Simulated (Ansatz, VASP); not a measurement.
## TiTe2 in VASP and in Ansatz

File INCAR:

```
SYSTEM = TiTe2
PREC = Accurate
ENCUT = 520
EDIFF = 1E-8
ISMEAR = -1
SIGMA = 0.03
LREAL = .FALSE.
LASPH = .TRUE.
NELM = 60
ALGO = Normal
ISIF = 2
LWAVE = .FALSE.
LCHARG = .FALSE.
GGA = PS
LEFG = .TRUE.
NBANDS = 19
```

File KPOINTS:

```
regular mesh
0
G
  13 13 7
  0 0 0
```

File POSCAR:

```
TiTe2
1.0
    3.7643686832      0.0000000000      0.0000000000
   -1.8821843416      3.2600389089      0.0000000000
    0.0000000000      0.0000000000      6.4762673962
Ti Te
1 2
Direct
    0.0000000000      0.0000000000      0.0000000000
    0.6666666667      0.3333333333      0.2628000000
    0.3333333333      0.6666666667      0.7372000000
```

Input for Ansatz:

```yaml
crystal:
  lattice:
    - [3.7643686832, 0.0, 0.0]
    - [-1.8821843416, 3.2600389089, 0.0]
    - [0.0, 0.0, 6.4762673962]
  atoms:
    - { symbol: Ti, position: [0.0, 0.0, 0.0] }
    - { symbol: Te, position: [0.6666666667, 0.3333333333, 0.2628] }
    - { symbol: Te, position: [0.3333333333, 0.6666666667, 0.7372] }
kpoints:
  mp_grid: { grid: [13, 13, 7] }
scf:
  occupations: { method: fermi_dirac, width: 0.03 }
hamiltonian:
  xc: pbesol
  pseudopotentials: { kind: all_electron, datasets: crystal }
output:
  forces: true
  stress: true
  eigenvalues: true
  efg: { contact_densities: true }
```

Change from the starting cell: volume scaled by 0.99, crystal datasets.

Alike in both runs: task electric field gradients; functional PBEsol; k mesh 13 × 13 × 7; occupations fermi-dirac, width 0.03 eV; no spin polarisation.

|  | VASP | Ansatz |
| --- | --- | --- |
| version | VASP 6.6.1 | Ansatz 0.2.0 |
| potentials or method | VASP PAW PBE potentials, release 64 (Ti_sv, Te), cutoff 520 eV | all-electron PAW with datasets made for the crystal, scalar-relativistic |

```tsv
	VASP	Ansatz	Ansatz less VASP
pressure (GPa)	-1.6	-1.7	-0.05
traceless stress, the component that is largest in VASP (GPa)	0.76	0.75	-0.012
rms of the force components (eV/Å)	0.003	0.012	+0.0091
size of Vzz on the site where it differs most (V/Å²)	60.5	64.5	+3.95
```

VASP's potentials were made for PBE, not for PBEsol. Atom by atom the forces differ by 0.009 eV/Å (rms over components). Ansatz ran all-electron here, and VASP with PAW potentials.

Neither program's run includes spin-orbit coupling.
